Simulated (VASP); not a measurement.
Runs of VASP 6.6.1 on Fe. The structure is that of space group I4/mmm (No. 139), or close to it. The cells are those of the table. 

```csv
task,level,potentials or basis,cell,k mesh,cutoff (eV),smearing,grid for exact exchange (PRECFOCK),share of exact exchange,gap on the mesh (eV),pressure (GPa),moment (μB),relaxed volume (Å³/atom)
single point,LDA,"VASP PAW LDA potentials, release 64 (Fe_sv)","a = 2.744, b = 2.455, c = 2.436 Å, angles 68.3, 56.2, 55.6°, 1 atom",13 × 13 × 13,600,fermi-dirac 0.05 eV,-,-,none,-19.7,2.06,-
single point,LDA,"VASP PAW LDA potentials, release 64 (Fe_sv)","a = 2.763, b = 2.471, c = 2.453 Å, angles 68.3, 56.2, 55.6°, 1 atom",13 × 13 × 13,600,gaussian 0.02 eV,-,-,none,-23.1,2.08,-
single point,BLYP,"VASP PAW PBE potentials, release 64 (Fe)","a = 2.763, b = 2.471, c = 2.453 Å, angles 68.3, 56.2, 55.6°, 1 atom",13 × 13 × 13,520,fermi-dirac 0.05 eV,-,-,none,7.2,2.15,-
single point,PBE,"VASP PAW PBE potentials, release 64 (Fe)","a = 2.763, b = 2.471, c = 2.453 Å, angles 68.3, 56.2, 55.6°, 1 atom",13 × 13 × 13,520,gaussian 0.018 eV,-,-,none,-1.4,2.19,-
single point,PBEsol,"VASP PAW PBE potentials, release 64 (Fe)","a = 2.763, b = 2.471, c = 2.453 Å, angles 68.3, 56.2, 55.6°, 1 atom",13 × 13 × 13,520,fermi-dirac 0.05 eV,-,-,none,-10.3,2.20,-
single point,PBE0,"VASP PAW PBE potentials, release 64 (Fe)","a = 2.781, b = 2.488, c = 2.469 Å, angles 68.3, 56.2, 55.6°, 1 atom",6 × 6 × 6,520,fermi-dirac 0.05 eV,Normal,0.25,none,7.4,2.73,-
single point,revPBE,"VASP PAW PBE potentials, release 64 (Fe)","a = 2.763, b = 2.471, c = 2.453 Å, angles 68.3, 56.2, 55.6°, 1 atom",13 × 13 × 13,520,fermi-dirac 0.05 eV,-,-,none,3.5,2.23,-
single point,LDA,"VASP PAW LDA potentials, release 64 (Fe_sv)","a = 2.725, b = 2.438, c = 2.420 Å, angles 68.3, 56.2, 55.6°, 1 atom",13 × 13 × 13,600,fermi-dirac 0.05 eV,-,-,none,-16.0,(b),-
single point,PBE,"VASP PAW PBE potentials, release 64 (Fe)","a = 2.763, b = 2.471, c = 2.453 Å, angles 68.3, 56.2, 55.6°, 1 atom",13 × 13 × 13,520,gaussian 0.011 eV,-,-,none,-1.4,2.19,-
relaxation of cell and atoms,RPBE,"VASP PAW PBE potentials, release 64 (Fe)","relaxed from a = 2.763, b = 2.471, c = 2.453 Å, angles 68.3, 56.2, 55.6°, 1 atom",13 × 13 × 13,600,fermi-dirac 0.05 eV,-,-,none,0.1,(c),11.72
single point,PBE,"VASP PAW PBE potentials, release 64 (Fe)","a = 2.763, b = 2.471, c = 2.453 Å, angles 68.3, 56.2, 55.6°, 1 atom",13 × 13 × 13,520,gaussian 0.014 eV,-,-,none,-1.4,2.19,-
relaxation of cell and atoms,PBE,"VASP PAW PBE potentials, release 64 (Fe)","relaxed from a = 2.763, b = 2.471, c = 2.453 Å, angles 68.3, 56.2, 55.6°, 1 atom",13 × 13 × 13,600,fermi-dirac 0.05 eV,-,-,none,0.0,(a),11.29
```

Alike in all rows: spin collinear, ferromagnetic start.

Task: Fill in the values left out.

Result: (a) 2.13; (b) 2.02; (c) 2.25.

Caveats: some runs use coarse meshes; the PAW data sets were made with another functional, which shifts forces and pressure a little (at least some runs); the cell stands under tension (at least some runs); the cell stands under pressure (at least some runs).

A gap of «none» marks levels without a gap at the run's occupations.

The runs don't all hold the same shells in valence.
